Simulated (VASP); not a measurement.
# Fe (Im-3m) in VASP: notebook

Fe is run at these levels: PBEsol+D4+U, LDA+U, PBE, PBEsol+U, revPBE+U; tasks: single point, density of states, elastic constants.

All numbers are computed with VASP 6.6.1; they aren't measurements. Logs are shortened: lines on timing, memory, paths and dates and some standing lists are left out, and cuts for length are marked.

## Step 1: The cell of the first run

It takes space group Im-3m (No. 229, cubic). The conventional cell has a = 2.886 Å, b = 2.886 Å, c = 2.886 Å, α = 90.00°, β = 90.00°, γ = 90.00°. Fe (site symmetry m-3m) has 14 Fe at 2.50 to 2.89 Å within 3.3 Å.

## Step 2: Single point, PBEsol+D4+U, collinear spin, ferromagnetic start

Input file INCAR:

```
PREC = Accurate
ENCUT = 520
EDIFF = 1E-7
ISMEAR = -1
SIGMA = 0.1
LREAL = False
LASPH = True
NELM = 150
ALGO = Normal
ISIF = 2
LWAVE = False
LCHARG = True
ISPIN = 2
MAGMOM = 3
LORBIT = 11
LMAXMIX = 4
LDAU = True
LDAUTYPE = 2
LDAUL = 2
LDAUU = 6
LDAUJ = 0
LDAUPRINT = 1
GGA = PS
IVDW = 13
LELF = True
LVHAR = True
NBANDS = 14
```

Input file KPOINTS:

```
regular mesh
0
Gamma
  13 13 13
```

Input file POSCAR:

```
Fe
1.0
   -1.4430000000      1.4430000000      1.4430000000
    1.4430000000     -1.4430000000      1.4430000000
    1.4430000000      1.4430000000     -1.4430000000
Fe
1
Direct
    0.0000000000      0.0000000000      0.0000000000
```

Potentials or basis: VASP PAW PBE potentials, release 64 (Fe).

Launch:

```sh
cat potpaw_PBE.64/Fe/POTCAR > POTCAR
mpirun -np 1 vasp_std > vasp.out
```

OUTCAR:

```text
PREC = Accurate
   ENCUT = 520
   EDIFF = 1E-7
   ISMEAR = -1
   LREAL = False
   LASPH = True
   NELM = 150
   ISIF = 2
   ISPIN = 2
   LORBIT = 11
   GGA = PS
   IVDW = 13

 ion  position               nearest neighbor table
   1  0.000  0.000  0.000-

  LATTYP: Found a body centered cubic cell.
 ALAT       =     2.8860000000

  Lattice vectors:

 A1 = (  -1.4430000000,   1.4430000000,   1.4430000000)
 A2 = (   1.4430000000,  -1.4430000000,   1.4430000000)
 A3 = (   1.4430000000,   1.4430000000,  -1.4430000000)

Analysis of symmetry for initial positions (statically):
=====================================================================
 Subroutine PRICEL returns:
 Original cell was already a primitive cell.

 Routine SETGRP: Setting up the symmetry group for a
 body centered cubic supercell.

 Subroutine GETGRP returns: Found 48 space group operations
 (whereof 48 operations were pure point group operations)
 out of a pool of 48 trial point group operations.

The static configuration has the point symmetry O_h .

Analysis of symmetry for dynamics (positions and initial velocities):
=====================================================================
 Subroutine PRICEL returns:
 Original cell was already a primitive cell.

 Routine SETGRP: Setting up the symmetry group for a
 body centered cubic supercell.

 Subroutine GETGRP returns: Found 48 space group operations
 (whereof 48 operations were pure point group operations)
 out of a pool of 48 trial point group operations.

The dynamic configuration has the point symmetry O_h .

Analysis of structural, dynamic, and magnetic symmetry:
=====================================================================
 Subroutine PRICEL returns:
 Original cell was already a primitive cell.

 Routine SETGRP: Setting up the symmetry group for a
 body centered cubic supercell.

 Subroutine GETGRP returns: Found 48 space group operations
 (whereof 48 operations were pure point group operations)
 out of a pool of 48 trial point group operations.

The overall configuration has the point symmetry O_h .

 Subroutine INISYM returns: Found 48 space group operations
 (whereof 48 operations are pure point group operations),
 and found     1 'primitive' translations

----------------------------------------------------------------------------------------

                                     Primitive cell

  volume of cell :      12.0187

  direct lattice vectors                    reciprocal lattice vectors
    -1.443000000  1.443000000  1.443000000     0.000000000  0.346500347  0.346500347
     1.443000000 -1.443000000  1.443000000     0.346500347  0.000000000  0.346500347
     1.443000000  1.443000000 -1.443000000     0.346500347  0.346500347  0.000000000

  length of vectors
     2.499349315  2.499349315  2.499349315     0.490025489  0.490025489  0.490025489

  position of ions in fractional coordinates (direct lattice)
     0.000000000  0.000000000  0.000000000

  ion indices of the primitive-cell ions
   primitive index   ion index
                 1           1

----------------------------------------------------------------------------------------

 KPOINTS: regular mesh

Automatic generation of k-mesh.
 Grid dimensions read from file:
 generate k-points for:   13   13   13

 Generating k-lattice:

  Cartesian coordinates                     Fractional coordinates (reciprocal lattice)
     0.000000000  0.026653873  0.026653873     0.076923077  0.000000000  0.000000000
     0.026653873  0.000000000  0.026653873     0.000000000  0.076923077  0.000000000
     0.026653873  0.026653873  0.000000000     0.000000000  0.000000000  0.076923077

  Length of vectors
     0.037694268  0.037694268  0.037694268

  Shift w.r.t. Gamma in fractional coordinates (k-lattice)
     0.000000000  0.000000000  0.000000000

 Subroutine IBZKPT returns following result:
 ===========================================

 Found     84 irreducible k-points:

 Following reciprocal coordinates:
            Coordinates               Weight
  0.000000  0.000000  0.000000      1.000000
  0.076923  0.000000  0.000000     12.000000
  0.153846  0.000000  0.000000     12.000000
  0.230769  0.000000  0.000000     12.000000
  0.307692  0.000000  0.000000     12.000000
  0.384615  0.000000  0.000000     12.000000
[... 16 lines left out ...]
  0.153846  0.076923  0.076923     24.000000
  0.230769  0.076923  0.076923     24.000000
 [... further k-points ...]
   k-points           NKPTS =     84   k-points in BZ     NKDIM =     84   number of bands    NBANDS=     14
   number of dos      NEDOS =    301   number of ions     NIONS =      1
   total plane-waves  NPLWV =   8000
   dimension x,y,z NGX =    20 NGY =   20 NGZ =   20
   dimension x,y,z NGXF=    40 NGYF=   40 NGZF=   40
   ions per type =               1
   NGX,Y,Z   is equivalent  to a cutoff of  13.30, 13.30, 13.30 a.u.
   NGXF,Y,Z  is equivalent  to a cutoff of  26.61, 26.61, 26.61 a.u.
 SYSTEM =  unknown system
   PREC   = accura    normal or accurate (medium, high low for compatibility)
   ISTART =      0    job   : 0-new  1-cont  2-samecut
   ICHARG =      2    charge: 1-file 2-atom 10-const
   ISPIN  =      2    spin polarized calculation?
   LNONCOLLINEAR =      F non collinear calculations
   LSORBIT =      F    spin-orbit coupling
   LASPH  =      T    aspherical Exc in radial PAW
   ENCUT  =  520.0 eV  38.22 Ry    6.18 a.u.   4.65  4.65  4.65*2*pi/ulx,y,z
   NELM   =    150;   NELMIN=  2; NELMDL= -5     # of ELM steps
   EDIFF  = 0.1E-06   stopping-criterion for ELM
   LREAL  =      F    real-space projection
   EDIFFG = 0.1E-05   stopping-criterion for IOM
   NSW    =      0    number of steps for IOM
   IBRION =     -1    ionic relax: 0-MD 1-quasi-New 2-CG
   NFREE  =      0    steps in history (QN), initial steepest desc. (CG)
   ISIF   =      2    stress and relaxation
   ISYM   =      2    0-nonsym 1-usesym 2-fastsym
   POTIM  = 0.5000    time-step for ionic-motion
   TEBEG  =    0.0;   TEEND  =   0.0 temperature during run
   PSTRESS=    0.0 pullay stress
   NELECT =       8.0000    total number of electrons
   NUPDOWN=      -1.0000    fix difference up-down
   EMIN   =  10.00;   EMAX   =-10.00  energy-range for DOS
   EFERMI =   0.00;   METHOD = LEGACY
   ISMEAR =    -1;   SIGMA  =   0.10  broadening in eV -4-tet -1-fermi 0-gaus
   EFERMI_NEDOS =   21; number of points for ismear=-14 and -15
   IALGO  =     38    algorithm
   IMIX   =      4    mixing-type and parameters
     AMIX     =   0.40;   BMIX     =  1.00
     AMIX_MAG =   1.60;   BMIX_MAG =  1.00
  volume/ion in A,a.u.               =      12.02        81.11
  Fermi-wavevector in a.u.,A,eV,Ry     =   1.429394  2.701162 27.798962  2.043166
  Thomas-Fermi vector in A             =   2.549352
   LORBIT       =     11    0 simple, 1 ext, 2 COOP (PROOUT), +10 PAW based schemes
 LDA+U is selected, type is set to LDAUTYPE =  2
   angular momentum for each species LDAUL =     2
   U (eV)           for each species LDAUU =   6.0
   J (eV)           for each species LDAUJ =   0.0
   GGA     = PS    functional components
   LHFCALC =     F    Hartree Fock is set to
   AEXX    =    0.0000 exact exchange contribution
   IVDW    =    13    specifies the selected vdW correction
   LEPSILON=     F    determine dielectric tensor
   LRPA    =     F    only Hartree local field effects (RPA)
 spin polarized calculation
  energy-cutoff  :      520.00
  volume of cell :       12.02
 maximum number of plane-waves:       336
   NGX =  9   NGY =  9   NGZ =  9

atom =   1  type =  1  l = 2

 onsite density matrix

spin component  1

  0.9479 -0.0000 -0.0000 -0.0000 -0.0000
 -0.0000  0.9479  0.0000 -0.0000  0.0000
 -0.0000  0.0000  0.9543  0.0000 -0.0000
 -0.0000 -0.0000  0.0000  0.9479  0.0000
 -0.0000  0.0000 -0.0000  0.0000  0.9543

spin component  2

  0.3700  0.0000  0.0000  0.0000  0.0000
  0.0000  0.3700  0.0000  0.0000  0.0000
  0.0000  0.0000  0.1754 -0.0000 -0.0000
  0.0000  0.0000 -0.0000  0.3700  0.0000
  0.0000  0.0000 -0.0000  0.0000  0.1754

 occupancies and eigenvectors

  o =  0.1754  v =  0.0000  0.0000  0.0000  0.0000  0.0000 -0.0000 -0.0000  0.9993 -0.0000  0.0363      0.0000  0.0000  0.0000  0.0000  0.0000  0.0000  0.0000  0.0000  0.0000  0.0000
  o =  0.1754  v =  0.0000  0.0000  0.0000  0.0000  0.0000  0.0000  0.0000  0.0363  0.0000 -0.9993      0.0000  0.0000  0.0000  0.0000  0.0000  0.0000  0.0000  0.0000  0.0000  0.0000
  o =  0.3700  v =  0.0000  0.0000  0.0000  0.0000  0.0000 -0.1220 -0.1189  0.0000  0.9854  0.0000      0.0000  0.0000  0.0000  0.0000  0.0000  0.0000  0.0000  0.0000  0.0000  0.0000
  o =  0.3700  v =  0.0000  0.0000  0.0000  0.0000  0.0000 -0.9635  0.2524 -0.0000 -0.0888 -0.0000      0.0000  0.0000  0.0000  0.0000  0.0000  0.0000  0.0000  0.0000  0.0000  0.0000
  o =  0.3700  v =  0.0000  0.0000  0.0000  0.0000  0.0000 -0.2381 -0.9603 -0.0000 -0.1454 -0.0000      0.0000  0.0000  0.0000  0.0000  0.0000  0.0000  0.0000  0.0000  0.0000  0.0000
  o =  0.9479  v =  0.0000 -0.4286  0.0000 -0.9035  0.0000  0.0000  0.0000  0.0000  0.0000  0.0000      0.0000  0.0000  0.0000  0.0000  0.0000  0.0000  0.0000  0.0000  0.0000  0.0000
  o =  0.9479  v =  1.0000  0.0000  0.0000  0.0000  0.0000  0.0000  0.0000  0.0000  0.0000  0.0000      0.0000  0.0000  0.0000  0.0000  0.0000  0.0000  0.0000  0.0000  0.0000  0.0000
  o =  0.9479  v =  0.0000 -0.9035 -0.0000  0.4286 -0.0000  0.0000  0.0000  0.0000  0.0000  0.0000      0.0000  0.0000  0.0000  0.0000  0.0000  0.0000  0.0000  0.0000  0.0000  0.0000
  o =  0.9543  v =  0.0000  0.0000 -0.0899 -0.0000 -0.9960  0.0000  0.0000  0.0000  0.0000  0.0000      0.0000  0.0000  0.0000  0.0000  0.0000  0.0000  0.0000  0.0000  0.0000  0.0000
  o =  0.9543  v =  0.0000  0.0000 -0.9960 -0.0000  0.0899  0.0000  0.0000  0.0000  0.0000  0.0000      0.0000  0.0000  0.0000  0.0000  0.0000  0.0000  0.0000  0.0000  0.0000  0.0000

 number of electron       7.9999995 magnetization       2.9997873

 Free energy of the ion-electron system (eV)
  ---------------------------------------------------
  ext. energy  EPLUGINS =         0.00000000
  ---------------------------------------------------
  free energy    TOTEN  =        -4.55403797 eV

  energy without entropy =       -4.51782411  energy(sigma->0) =       -4.53593104

 E-fermi :   5.7067     XC(G=0): -12.9132

 val. band max:        5.6941585514   @ k =  -0.2308   0.2308   0.0769
 cond. band min:       5.7210532226   @ k =  -0.3077   0.3077   0.3077
 fundamental gap:      0.0268946712
 Fermi energy:         5.7067174382

 spin component 1

 k-point     1 :       0.0000    0.0000    0.0000
  band No.  band energies     occupation
      1      -3.0148      1.00000
      2      -0.0710      1.00000
      3      -0.0710      1.00000
      4      -0.0710      1.00000
      5       1.0874      1.00000
      6       1.0874      1.00000
      7      29.6491      0.00000
      8      29.6491      0.00000
      9      29.6491      0.00000
     10      30.8014      0.00000
     11      30.8014      0.00000
     12      30.8014      0.00000
     13      31.6011      0.00000
     14      31.6011      0.00000
[... 377 lines left out ...]
      1      -1.1669      1.00000
      2      -0.7319      1.00000
      3       0.4326      1.00000
      4       1.0327      1.00000
      5       1.1582      1.00000
      6       2.9295      1.00000
      7      16.5897      0.00000
      8      20.5288      0.00000
      9      22.9148      0.00000
     10      29.4086      0.00000
     11      32.2831      0.00000
     12      36.1559      0.00000
     13      37.0255      0.00000
     14      39.6422      0.00000

 [... further k-points ...]

 spin component 2

 k-point     1 :       0.0000    0.0000    0.0000
  band No.  band energies     occupation
      1      -2.8443      1.00000
      2       6.1654      0.01008
      3       6.1656      0.01007
      4       6.1656      0.01007
      5       9.1122      0.00000
      6       9.1124      0.00000
      7      29.2445      0.00000
      8      29.2445      0.00000
      9      29.2445      0.00000
     10      35.6762      0.00000
     11      35.6762      0.00000
     12      37.6502      0.00000
     13      37.6502      0.00000
     14      37.6502      0.00000
[... 377 lines left out ...]
      1       0.8887      1.00000
      2       5.1479      0.99627
      3       5.3001      0.98314
      4       8.4596      0.00000
      5       8.7672      0.00000
      6       9.2334      0.00000
      7      19.3117      0.00000
      8      22.7909      0.00000
      9      24.6001      0.00000
     10      31.4932      0.00000
     11      36.3901      0.00000
     12      37.6663      0.00000
     13      39.6290      0.00000
     14      43.4678      0.00000

 [... further k-points ...]

------------------------ aborting loop because EDIFF is reached ----------------------------------------

  DFT-D4 for vdW energy calculation

  Edisp (eV):   -0.19301

  FORCE on cell =-STRESS in cart. coord.  units (eV):
  Direction    XX          YY          ZZ          XY          YZ          ZX
  --------------------------------------------------------------------------------------
  -------------------------------------------------------------------------------------
  Total       0.39516     0.39516     0.39516     0.00000     0.00000    -0.00000
  in kB      52.67788    52.67788    52.67788     0.00000     0.00000    -0.00000
  external pressure =       52.68 kB  Pullay stress =        0.00 kB

 VOLUME and BASIS-vectors are now :
 -----------------------------------------------------------------------------
  energy-cutoff  :      520.00
  volume of cell :       12.02
      direct lattice vectors                 reciprocal lattice vectors
    -1.443000000  1.443000000  1.443000000     0.000000000  0.346500347  0.346500347
     1.443000000 -1.443000000  1.443000000     0.346500347  0.000000000  0.346500347
     1.443000000  1.443000000 -1.443000000     0.346500347  0.346500347  0.000000000

 POSITION                                       TOTAL-FORCE (eV/Angst)
 -----------------------------------------------------------------------------------
      0.00000      0.00000      0.00000        -0.000000      0.000000      0.000000
 -----------------------------------------------------------------------------------
    total drift:                                0.000000     -0.000000      0.000000

  FREE ENERGIE OF THE ION-ELECTRON SYSTEM (eV)
  ---------------------------------------------------
  free  energy   TOTEN  =        -4.7470474992 eV

  energy  without entropy=       -4.7108336382  energy(sigma->0) =       -4.72894057

 total charge

# of ion       s       p       d       tot
------------------------------------------
    1        0.489   0.538   6.187   7.214

 magnetization (x)

# of ion       s       p       d       tot
------------------------------------------
    1       -0.027  -0.123   3.289   3.139
```

Wall time 61 s (1 thread of Intel Xeon 6975P-C, shared host); peak memory 0.15 GiB.

Results:

| Item | Value |
| --- | --- |
| Free energy | -4.7470 eV |
| Pressure | 5.3 GPa |
| Net moment | 3.00 μB per cell |
| Site moments | Fe +3.14 μB |
| Valence electrons inside the program's atomic spheres | Fe 7.21 |
| Dispersion energy per atom | -0.193 eV |

Eigenvalues of the final occupation matrices:
| site | spin | trace | eigenvalues |
| --- | --- | --- | --- |
| site 1 d | 1 | 4.75 | 0.95 0.95 0.95 0.95 0.95 |
| site 1 d | 2 | 1.46 | 0.18 0.18 0.37 0.37 0.37 |

Caveat: the PAW data sets were made with another functional, which shifts forces and pressure a little; pairwise dispersion overbinds metals, which lowers pressure and volume; the U is typed as a test and isn't derived for this compound.

(Continued in part 2 of 3.)
